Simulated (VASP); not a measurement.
# Au (P6_3/mmc) in VASP: notebook, part 3 of 3

VASP 6.6.1.

**5. Electric field gradients, PBE (zz strain of +3 %)**

The input, INCAR:

```
PREC     = Accurate       # precision mode
ENCUT    = 400            # plane-wave cutoff, eV
EDIFF    = 1E-8           # SCF threshold, eV
ISMEAR   = -1             # smearing method
SIGMA    = 0.03           # smearing width, eV
LREAL    = False          # projectors in reciprocal space
LASPH    = True           # aspherical terms in the spheres
NELM     = 120            # most SCF steps
ALGO     = Normal         # electronic algorithm
ISIF     = 2              # what is computed and relaxed
LWAVE    = False          # write WAVECAR
LCHARG   = False          # write CHGCAR
GGA      = PE             # functional
LEFG     = True         
NBANDS   = 26             # bands
GGA_COMPAT= False
```

The input, KPOINTS:

```
Automatic mesh
0
Gamma
  14 14 8
```

The input, POSCAR:

```
Au
1.0
    2.8999984104      0.0000000000      0.0000000000
   -1.4499992052      2.5114722944      0.0000000000
    0.0000000000      0.0000000000      5.0264000000
Au
2
Direct
    0.3333333333      0.6666666667      0.7500000000
    0.6666666667      0.3333333333      0.2500000000
```

Potentials or basis: VASP PAW PBE potentials, release 64 (Au_sv_GW).

Launch:

```console
> cat potpaw_PBE.64/Au_sv_GW/POTCAR > POTCAR
> mpirun -np 1 vasp_std > vasp.out
```

OUTCAR:

```text
PREC = Accurate
   ENCUT = 400
   EDIFF = 1E-8
   ISMEAR = -1
   LREAL = False
   LASPH = True
   NELM = 120
   ISIF = 2
   GGA = PE

 ion  position               nearest neighbor table
   1  0.333  0.667  0.750-   2 3.02   2 3.02   2 3.02   2 3.02   2 3.02   2 3.02
   2  0.667  0.333  0.250-   1 3.02   1 3.02   1 3.02   1 3.02   1 3.02   1 3.02

  LATTYP: Found a hexagonal cell.
 ALAT       =     2.8999984104
 C/A-ratio  =     1.7332423294

  Lattice vectors:

 A1 = (   2.8999984104,   0.0000000000,   0.0000000000)
 A2 = (  -1.4499992052,   2.5114722944,   0.0000000000)
 A3 = (   0.0000000000,   0.0000000000,   5.0264000000)

Analysis of symmetry for initial positions (statically):
=====================================================================
 Subroutine PRICEL returns:
 Original cell was already a primitive cell.

 Routine SETGRP: Setting up the symmetry group for a
[... 887 lines left out ...]
  energy-cutoff  :      400.00
  volume of cell :       36.61
      direct lattice vectors                 reciprocal lattice vectors
     2.899998410  0.000000000  0.000000000     0.344827775  0.199086409  0.000000000
    -1.449999205  2.511472294  0.000000000     0.000000000  0.398172818  0.000000000
     0.000000000  0.000000000  5.026400000     0.000000000  0.000000000  0.198949546

 POSITION                                       TOTAL-FORCE (eV/Angst)
 -----------------------------------------------------------------------------------
     -0.00000      1.67431      3.76980         0.000000     -0.000000      0.000000
      1.45000      0.83716      1.25660        -0.000000      0.000000      0.000000
 -----------------------------------------------------------------------------------
    total drift:                               -0.000000      0.000000     -0.000000

  FREE ENERGIE OF THE ION-ELECTRON SYSTEM (eV)
  ---------------------------------------------------
  free  energy   TOTEN  =        -5.1497780191 eV

  energy  without entropy=       -5.1471990648  energy(sigma->0) =       -5.14848854

 Electric field gradients (V/A^2)
---------------------------------------------------------------------
 ion       V_xx      V_yy      V_zz      V_xy      V_xz      V_yz
---------------------------------------------------------------------
   1     -12.499   -12.497    24.996     0.002     0.000    -0.000
   2     -12.499   -12.497    24.996     0.002    -0.000     0.000
---------------------------------------------------------------------

 Electric field gradients after diagonalization (V/A^2)
 (convention: |V_zz| > |V_xx| > |V_yy|)
----------------------------------------------------------------------
 ion       V_xx      V_yy      V_zz     asymmetry (V_yy - V_xx)/ V_zz
----------------------------------------------------------------------
   1     -12.501   -12.495    24.996       0.000
   2     -12.501   -12.495    24.996       0.000
----------------------------------------------------------------------

           NMR quadrupolar parameters

 Cq : quadrupolar parameter    Cq=e*Q*V_zz/h
 eta: asymmetry parameters     (V_yy - V_xx)/ V_zz
 Q  : nuclear electric quadrupole moment in mb (millibarn)
----------------------------------------------------------------------
 ion       Cq(MHz)       eta       Q (mb)
----------------------------------------------------------------------
   1       0.060       0.000       1.000
   2       0.060       0.000       1.000
----------------------------------------------------------------------
```

stdout:

```text
POSCAR found type information on POSCAR Au
 POSCAR found :  1 types and       2 ions
 scaLAPACK will be used
 LDA part: xc-table for (Slater+PW92), standard interpolation
 POSCAR, INCAR and KPOINTS ok, starting setup
 FFT: planning ... GRIDC
 FFT: planning ... GRID_SOFT
 FFT: planning ... GRID
 WAVECAR not read
 entering main loop
ion   1

ion   2
```

Run time: 58 s. Hardware: 1 thread of AMD EPYC 9R45 (Zen 5), shared host; peak memory 0.16 GiB.

What came out:

```yaml
Free_energy: -5.1498 eV
Pressure: -5.6 GPa
Band_gap_on_the_k_mesh: zero (band 19 reaches 11.50 eV, above the bottom of band 20 at 5.19 eV)
```

Levels at points of the mesh, in eV from the Fermi level:
| k point | band 16 | band 17 | band 18 | band 19 | band 20 | band 21 | band 22 | band 23 |
| --- | --- | --- | --- | --- | --- | --- | --- | --- |
| (0.00, 0.00, 0.00) | -3.26 | -3.26 | -2.19 | -2.19 | -1.03 | 1.92 | 14.75 | 15.01 |
| (0.50, 0.00, 0.00) | -2.07 | -1.82 | -1.68 | 0.41 | 1.53 | 5.35 | 6.68 | 6.88 |
| (0.00, 0.00, 0.50) | -4.32 | -2.58 | -2.58 | -2.58 | -2.58 | 9.47 | 9.47 | 15.03 |
| (0.50, 0.00, 0.50) | -2.38 | -1.74 | -1.74 | 0.61 | 0.61 | 3.65 | 3.65 | 12.45 |

Electric field gradients, principal values (V/Å²):
```
atom    least   middle  greatest (by size)
1 Au  -12.495  -12.501              24.996
2 Au  -12.495  -12.501              24.996
```

Caveat: the cell differs from its parent crystal (zz strain of +3 %); without QUAD_EFG the Cq values of the log hold for a quadrupole moment of 1 mb, not for the nuclei; spin-orbit coupling is left out, which moves the levels of the heavy elements.

**6. Summary**

| level | potentials or basis | cell | cutoff (eV) | smearing | second run | gap on the mesh (eV) | pressure (GPa) |
| --- | --- | --- | --- | --- | --- | --- | --- |
| PBE | VASP PAW PBE potentials, release 64 (Au_sv_GW) | a = 2.900, b = 2.900, c = 4.880 Å, angles 90.0, 90.0, 120.0°, 2 atoms | 400 | fermi-dirac 0.03 eV | valence_matched | none | -2.0 |
| LDA | VASP PAW LDA potentials, release 64 (Au) | a = 2.900, b = 2.900, c = 4.880 Å, angles 90.0, 90.0, 120.0°, 2 atoms | 400 | methfessel-paxton 0.001 eV | - | none | -10.3 |
| r2SCAN | VASP PAW PBE potentials, release 64 (Au) | a = 2.900, b = 2.900, c = 4.880 Å, angles 90.0, 90.0, 120.0°, 2 atoms | 440 | fermi-dirac 0.03 eV | - | none | -1.1 |
| PBE | VASP PAW PBE potentials, release 64 (Au_sv_GW) | a = 2.900, b = 2.900, c = 5.026 Å, angles 90.0, 90.0, 120.0°, 2 atoms | 400 | fermi-dirac 0.03 eV | valence_matched | none | -5.6 |

Alike in all rows: task electric field gradients; no spin polarisation; k mesh 14 × 14 × 8.

Caveats: spin-orbit coupling is left out, which moves the levels of the heavy elements; the PAW data sets were made with another functional, which shifts forces and pressure a little (some runs).

Total energies depend on the potentials used, so only differences within one code and one set of settings carry meaning.
